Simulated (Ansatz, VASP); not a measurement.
## One calculation of Sb, two programs

File INCAR:

```
SYSTEM = Sb
PREC = Accurate ; ENCUT = 520
EDIFF = 1E-8 ; ISMEAR = -1
SIGMA = 0.05 ; LREAL = .FALSE.
LASPH = .TRUE. ; NELM = 80
ALGO = Normal ; ISIF = 2
LWAVE = .FALSE. ; LCHARG = .FALSE.
GGA = PE ; LEFG = .TRUE.
NBANDS = 12
```

File KPOINTS:

```
regular mesh
0
G
  9 9 9
  0 0 0
```

POSCAR

```
Sb
1.0
    2.1789009502      1.2579890502      3.7932688079
   -2.1789009502      1.2579890502      3.7932688079
    0.0000000000     -2.5159781002      3.7932688079
Sb
2
Direct
    0.2336400000      0.2336400000      0.2336400000
    0.7663600000      0.7663600000      0.7663600000
```

Input for Ansatz:

```yaml
crystal:
  lattice:
    - [2.1789009502, 1.2579890502, 3.7932688079]
    - [-2.1789009502, 1.2579890502, 3.7932688079]
    - [0.0, -2.5159781002, 3.7932688079]
  atoms:
    - { symbol: Sb, position: [0.23364, 0.23364, 0.23364] }
    - { symbol: Sb, position: [0.76636, 0.76636, 0.76636] }
kpoints:
  mp_grid: { grid: [9, 9, 9] }
scf:
  occupations: { method: fermi_dirac, width: 0.05 }
hamiltonian:
  xc: pbe
  pseudopotentials: { kind: all_electron, datasets: crystal }
output:
  forces: true
  stress: true
  eigenvalues: true
  efg: { contact_densities: true }
```

Change from the starting cell: volume scaled by 1.04, crystal datasets.

Alike in both runs: task electric field gradients; functional PBE; k mesh 9 × 9 × 9; occupations fermi-dirac, width 0.05 eV; no spin polarisation.

|  | VASP | Ansatz |
| --- | --- | --- |
| version | VASP 6.6.1 | Ansatz 0.2.0 |
| potentials or method | VASP PAW PBE potentials, release 64 (Sb), cutoff 520 eV | all-electron PAW with datasets made for the crystal, scalar-relativistic |

|  | VASP | Ansatz | Ansatz less VASP |
| --- | --- | --- | --- |
| pressure (GPa) | 0.8 | 0.8 | -0.04 |
| traceless stress, the component that is largest in VASP (GPa) | -0.07 | -0.04 | +0.027 |
| rms of the force components (eV/Å) | 0.022 | 0.001 | -0.0213 |
| size of Vzz on the site where it differs most (V/Å²) | 45.7 | 49.5 | +3.87 |

Atom by atom the forces differ by 0.021 eV/Å (rms over components). Ansatz ran all-electron here, and VASP with PAW potentials.

Spin-orbit coupling is off throughout.
